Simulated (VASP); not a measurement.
Set up this calculation in VASP 6.6.1, as the native input.

| Quantity | Value |
| --- | --- |
| Task | single point |
| Functional | PBE |
| Potentials or basis | VASP PAW PBE potentials, release 64 (Au) |
| Cutoff | 520 eV |
| k mesh | 14 × 14 × 14 |
| Occupations | fermi-dirac, width 0.08 eV |
| Spin | no spin polarisation |
| Dipole correction | no |
| Further INCAR settings | ALGO = Normal; EDIFF = 1e-06; NBANDS = 12 |

The structure of Au lies in POSCAR:

```
Au
1.0
    0.0000000000      2.0353485725      2.0659550000
    2.0353485725      0.0000000000      2.0659550000
    2.0353485725      2.0353485725      0.0000000000
Au
1
Direct
    0.0000000000      0.0000000000      0.0000000000
```

This cell differs from its parent crystal: z stretched by +1 % at fixed volume.

The input as run:

INCAR

```
  ALGO = Normal
  EDIFF = 1E-6
  ENCUT = 520
  GGA = PE
  ISIF = 2
  ISMEAR = -1
  LASPH = True
  LCHARG = True
  LELF = True
  LREAL = False
  LVHAR = True
  LWAVE = False
  NBANDS = 12
  NELM = 100
  PREC = Accurate
  SIGMA = 0.08
```

KPOINTS

```
k-points
0
Gamma
  14 14 14
```

Potentials or basis: VASP PAW PBE potentials, release 64 (Au).

Launch:

```sh
$ cat potpaw_PBE.64/Au/POTCAR > POTCAR
$ mpirun -np 1 vasp_std > vasp.out
```

Results of the run:

| Property | Result |
| --- | --- |
| Pressure | 7.5 GPa |

Wall time 18 s on 1 thread of Intel(R) Xeon(R) Platinum 8488C (Sapphire Rapids) (shared host), peak memory 0.17 GiB.
